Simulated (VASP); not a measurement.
# ZnS (P6_3mc) in VASP: notebook

The runs below take ZnS through single point, with revPBE+D3(BJ), PBEsol.

Everything below comes from runs of VASP 6.6.1. Logs are shortened: lines on timing, memory, paths and dates and some standing lists are left out, and cuts for length are marked.

### 1 The cell of the first run

It takes space group P6_3mc (No. 186, hexagonal). The conventional cell has a = 3.848 Å, b = 3.848 Å, c = 12.603 Å, α = 90.00°, β = 90.00°, γ = 120.00°. Zn (site symmetry 3m) has 4 S at 2.36 Å within 3.1 Å. Zn (site symmetry 3m) has 4 S at 2.36 Å within 3.1 Å. S (site symmetry 3m) has 4 Zn at 2.36 Å within 3.1 Å. Within 3.1 Å of S (site symmetry 3m) lie 4 Zn at 2.36 Å.

### 2 Single point, revPBE+D3(BJ)

File INCAR:

```
  PREC = Accurate
  ENCUT = 520
  EDIFF = 1E-6
  ISMEAR = -1
  SIGMA = 0.05
  LREAL = F
  LASPH = T
  NELM = 60
  ALGO = Normal
  ISIF = 2
  LWAVE = F
  LCHARG = F
  GGA = RE
  IVDW = 12
  NBANDS = 46
```

File KPOINTS:

```
Automatic mesh
0
Gamma
  8 8 3
```

File POSCAR:

```
ZnS
1.0
    3.8480166318      0.0000000000      0.0000000000
   -1.9240083159      3.3324801573      0.0000000000
    0.0000000000      0.0000000000     12.6029163237
Zn S
4 4
Direct
    0.6666666667      0.3333333333      0.7500000000
    0.3333333333      0.6666666667      0.2500000000
    0.0000000000      0.0000000000      0.5000000000
    0.0000000000      0.0000000000      0.0000000000
    0.6666666667      0.3333333333      0.9375000000
    0.3333333333      0.6666666667      0.4375000000
    0.0000000000      0.0000000000      0.6875000000
    0.0000000000      0.0000000000      0.1875000000
```

Potentials or basis: VASP PAW PBE potentials, release 64 (Zn, S).

The run is started by

```bash
$ cat potpaw_PBE.64/Zn/POTCAR potpaw_PBE.64/S/POTCAR > POTCAR
$ mpirun -np 1 vasp_std > vasp.out
```

OUTCAR:

```text
PREC = Accurate
   ENCUT = 520
   EDIFF = 1E-6
   ISMEAR = -1
   LREAL = F
   LASPH = T
   NELM = 60
   ISIF = 2
   GGA = RE
   IVDW = 12
 IVDW          = 12

 ion  position               nearest neighbor table
   1  0.667  0.333  0.750-   7 2.36   7 2.36   7 2.36   5 2.36
   2  0.333  0.667  0.250-   8 2.36   8 2.36   8 2.36   6 2.36
   3  0.000  0.000  0.500-   6 2.36   6 2.36   6 2.36   7 2.36
   4  0.000  0.000  0.000-   5 2.36   5 2.36   5 2.36   8 2.36
   5  0.667  0.333  0.938-   4 2.36   4 2.36   4 2.36   1 2.36
   6  0.333  0.667  0.438-   3 2.36   3 2.36   3 2.36   2 2.36
   7  0.000  0.000  0.688-   1 2.36   1 2.36   1 2.36   3 2.36
   8  0.000  0.000  0.188-   2 2.36   2 2.36   2 2.36   4 2.36

  LATTYP: Found a hexagonal cell.
 ALAT       =     3.8480166318
 C/A-ratio  =     3.2751719989

  Lattice vectors:

 A1 = (   3.8480166318,   0.0000000000,   0.0000000000)
 A2 = (  -1.9240083159,   3.3324801573,   0.0000000000)
 A3 = (   0.0000000000,   0.0000000000,  12.6029163237)

Analysis of symmetry for initial positions (statically):
=====================================================================
 Subroutine PRICEL returns:
 Original cell was already a primitive cell.

 Routine SETGRP: Setting up the symmetry group for a
 hexagonal supercell.

 Subroutine GETGRP returns: Found 12 space group operations
 (whereof  6 operations were pure point group operations)
 out of a pool of 24 trial point group operations.

The static configuration has the point symmetry C_3v.
 The point group associated with its full space group is C_6v.

Analysis of symmetry for dynamics (positions and initial velocities):
=====================================================================
 Subroutine PRICEL returns:
 Original cell was already a primitive cell.

 Routine SETGRP: Setting up the symmetry group for a
 hexagonal supercell.

 Subroutine GETGRP returns: Found 12 space group operations
 (whereof  6 operations were pure point group operations)
 out of a pool of 24 trial point group operations.

The dynamic configuration has the point symmetry C_3v.
 The point group associated with its full space group is C_6v.

 Subroutine INISYM returns: Found 12 space group operations
 (whereof  6 operations are pure point group operations),
 and found     1 'primitive' translations

----------------------------------------------------------------------------------------

[... 104 lines left out ...]
   NFREE  =      0    steps in history (QN), initial steepest desc. (CG)
   ISIF   =      2    stress and relaxation
   ISYM   =      2    0-nonsym 1-usesym 2-fastsym
   POTIM  = 0.5000    time-step for ionic-motion
   TEBEG  =    0.0;   TEEND  =   0.0 temperature during run
   PSTRESS=    0.0 pullay stress
   NELECT =      72.0000    total number of electrons
   NUPDOWN=      -1.0000    fix difference up-down
   EMIN   =  10.00;   EMAX   =-10.00  energy-range for DOS
   EFERMI =   0.00;   METHOD = LEGACY
   ISMEAR =    -1;   SIGMA  =   0.05  broadening in eV -4-tet -1-fermi 0-gaus
   EFERMI_NEDOS =   21; number of points for ismear=-14 and -15
   IALGO  =     38    algorithm
   IMIX   =      4    mixing-type and parameters
     AMIX     =   0.40;   BMIX     =  1.00
     AMIX_MAG =   1.60;   BMIX_MAG =  1.00
  volume/ion in A,a.u.               =      20.20       136.33
  Fermi-wavevector in a.u.,A,eV,Ry     =   1.250337  2.362795 21.270573  1.563343
  Thomas-Fermi vector in A             =   2.384336
   LORBIT       =      0    0 simple, 1 ext, 2 COOP (PROOUT), +10 PAW based schemes
   GGA     = RE    functional components
   LHFCALC =     F    Hartree Fock is set to
   AEXX    =    0.0000 exact exchange contribution
   IVDW    =    12    specifies the selected vdW correction
   LEPSILON=     F    determine dielectric tensor
   LRPA    =     F    only Hartree local field effects (RPA)
 non-spin polarized calculation
  energy-cutoff  :      520.00
  volume of cell :      161.61
 maximum number of plane-waves:      4377
 NGX is ok and might be reduce to    30
   NGX = 15   NGY = 15   NGZ = 47

 number of electron      72.0000049 magnetization

 Free energy of the ion-electron system (eV)
  ---------------------------------------------------
  ext. energy  EPLUGINS =         0.00000000
  ---------------------------------------------------
  free energy    TOTEN  =       -25.10613648 eV

  energy without entropy =      -25.10613648  energy(sigma->0) =      -25.10613648

 E-fermi :   2.9819     XC(G=0):  -9.3501

 val. band max:        1.9807343541   @ k =   0.0000   0.0000   0.0000
 cond. band min:       4.1494217125   @ k =   0.0000   0.0000   0.0000
 fundamental gap:      2.1686873584
 Fermi energy:         2.9819260043

 k-point     1 :       0.0000    0.0000    0.0000
  band No.  band energies     occupation
      1     -10.9971      2.00000
      2     -10.6018      2.00000
      3     -10.5900      2.00000
      4     -10.1211      2.00000
      5      -4.2338      2.00000
      6      -4.2306      2.00000
[... 969 lines left out ...]
     45       9.3520      0.00000
     46       9.5896      0.00000

------------------------ aborting loop because EDIFF is reached ----------------------------------------

 Edisp (eV)   -4.69515

 E8    (eV) :    -3.1364

  FORCE on cell =-STRESS in cart. coord.  units (eV):
  Direction    XX          YY          ZZ          XY          YZ          ZX
  --------------------------------------------------------------------------------------
  -------------------------------------------------------------------------------------
  Total      -3.48550    -3.48550    -3.59016     0.00000    -0.00000    -0.00000
  in kB     -34.55417   -34.55417   -35.59168     0.00000    -0.00000    -0.00000
  external pressure =      -34.90 kB  Pullay stress =        0.00 kB

 VOLUME and BASIS-vectors are now :
 -----------------------------------------------------------------------------
  energy-cutoff  :      520.00
  volume of cell :      161.61
      direct lattice vectors                 reciprocal lattice vectors
     3.848016632  0.000000000  0.000000000     0.259874137  0.150038403  0.000000000
    -1.924008316  3.332480157  0.000000000     0.000000000  0.300076806  0.000000000
     0.000000000  0.000000000 12.602916324     0.000000000  0.000000000  0.079346714

 POSITION                                       TOTAL-FORCE (eV/Angst)
 -----------------------------------------------------------------------------------
      1.92401      1.11083      9.45219        -0.000000      0.000000      0.008252
     -0.00000      2.22165      3.15073         0.000000     -0.000000      0.008252
      0.00000      0.00000      6.30146        -0.000000      0.000000      0.025413
      0.00000      0.00000      0.00000         0.000000     -0.000000      0.025413
      1.92401      1.11083     11.81523        -0.000000      0.000000      0.013109
     -0.00000      2.22165      5.51378        -0.000000      0.000000      0.013109
      0.00000      0.00000      8.66450         0.000000     -0.000000     -0.046774
      0.00000      0.00000      2.36305        -0.000000     -0.000000     -0.046774
 -----------------------------------------------------------------------------------
    total drift:                               -0.000000     -0.000000     -0.000530

  FREE ENERGIE OF THE ION-ELECTRON SYSTEM (eV)
  ---------------------------------------------------
  free  energy   TOTEN  =       -29.8012867086 eV

  energy  without entropy=      -29.8012867085  energy(sigma->0) =      -29.80128671
```

stdout:

```text
POSCAR found type information on POSCAR ZnS
 POSCAR found :  2 types and       8 ions
 scaLAPACK will be used
 -----------------------------------------------------------------------------
|                                                                             |
|                                                                             |
|     You enforced a specific xc type in the INCAR file but a different       |
|     I HOPE YOU KNOW WHAT YOU ARE DOING!                                     |
|                                                                             |
 -----------------------------------------------------------------------------

 LDA part: xc-table for (Slater+PW92), standard interpolation
 POSCAR, INCAR and KPOINTS ok, starting setup
 FFT: planning ... GRIDC
 FFT: planning ... GRID_SOFT
 FFT: planning ... GRID
 WAVECAR not read
 entering main loop
```

It took 82 s on 1 thread of AMD EPYC 9R45 (Zen 5), shared host; peak memory 0.3 GiB.

What came out:

| Item | Value |
| --- | --- |
| Free energy | -29.8013 eV |
| Pressure | -3.5 GPa |
| Largest force | 0.047 eV/Å |
| Band gap on the k mesh | 2.17 eV |
| Dispersion energy per atom | -0.587 eV |

Forces on the atoms (eV/Å):
```
Zn   0.000  0.000  0.008
Zn   0.000  0.000  0.008
Zn   0.000  0.000  0.025
Zn   0.000  0.000  0.025
S    0.000  0.000  0.013
S    0.000  0.000  0.013
S    0.000  0.000 -0.047
S    0.000  0.000 -0.047
```

Stress tensor (GPa, compression positive):
```
-3.46  0.00  0.00
 0.00 -3.46  0.00
 0.00  0.00 -3.56
```

Levels at points of the mesh, in eV from the valence-band top:
```tsv
k point	band 33	band 34	band 35	band 36	band 37	band 38	band 39	band 40
(0.00, 0.00, 0.00)	-0.44	-0.04	0.00	0.00	2.17	3.25	3.42	3.66
(0.50, 0.00, 0.00)	-1.52	-1.51	-1.06	-0.84	3.39	3.48	3.86	4.44
```

Caveat: the cell stands under tension; the PAW data sets were made with another functional, which shifts forces and pressure a little; an odd mesh through Γ misses points on the zone boundary, where band edges can lie.

### 3 Single point, PBEsol (18.62 Å³/atom)

This run uses another cell than the first one, of 18.62 Å³/atom.

File INCAR:

```
PREC     = Accurate       # precision mode
ENCUT    = 520            # plane-wave cutoff, eV
EDIFF    = 1E-6           # SCF threshold, eV
ISMEAR   = -1             # smearing method
SIGMA    = 0.05           # smearing width, eV
LREAL    = False          # projectors in reciprocal space
LASPH    = True           # aspherical terms in the spheres
NELM     = 80             # most SCF steps
ALGO     = Normal         # electronic algorithm
ISIF     = 2              # what is computed and relaxed
LWAVE    = False          # write WAVECAR
LCHARG   = False          # write CHGCAR
GGA      = PS             # functional
NBANDS   = 46             # bands
```

File KPOINTS:

```
regular mesh
0
Gamma
  8 8 3
```

Changes to POSCAR since step 2:

```diff
@@ -2,5 +2,5 @@
 1.0
-    3.8480166318      0.0000000000      0.0000000000
-   -1.9240083159      3.3324801573      0.0000000000
-    0.0000000000      0.0000000000     12.6029163237
+    3.7446638178      0.0000000000      0.0000000000
+   -1.8723319089      3.2429739948      0.0000000000
+    0.0000000000      0.0000000000     12.2644180811
 Zn S
```

Potentials or basis: VASP PAW PBE potentials, release 64 (Zn, S).

The run is started by

```bash
$ cat potpaw_PBE.64/Zn/POTCAR potpaw_PBE.64/S/POTCAR > POTCAR
$ mpirun -np 1 vasp_std > vasp.out
```

Run time: 88 s. Hardware: 1 thread of AMD EPYC 9R45 (Zen 5), shared host; peak memory 0.28 GiB.

The run converged. Its results:

```yaml
Free_energy: -30.2992 eV
Pressure: 2.9 GPa
Largest_force: 0.057 eV/Å
Band_gap_on_the_k_mesh: 2.27 eV
```

Forces in eV/Å, atoms in the order of the input:
```
Zn   0.000  0.000  0.011
Zn   0.000  0.000  0.011
Zn   0.000  0.000  0.037
Zn   0.000  0.000  0.037
S    0.000  0.000  0.008
S    0.000  0.000  0.008
S    0.000  0.000 -0.057
S    0.000  0.000 -0.057
```

Stress tensor (GPa, compression positive):
```
2.96 0.00 0.00
0.00 2.96 0.00
0.00 0.00 2.80
```

Levels at points of the mesh, in eV from the valence-band top:
```
           k point  band 34  band 35  band 36  band 37  band 38  band 39
(0.00, 0.00, 0.00)    -0.05     0.00     0.00     2.27     3.19     3.44
(0.50, 0.00, 0.00)    -1.75    -1.24    -0.98     3.17     3.19     3.63
```

Caveat: the PAW data sets were made with another functional, which shifts forces and pressure a little; an odd mesh through Γ misses points on the zone boundary, where band edges can lie.

(Part 1 of 2 ends here.)
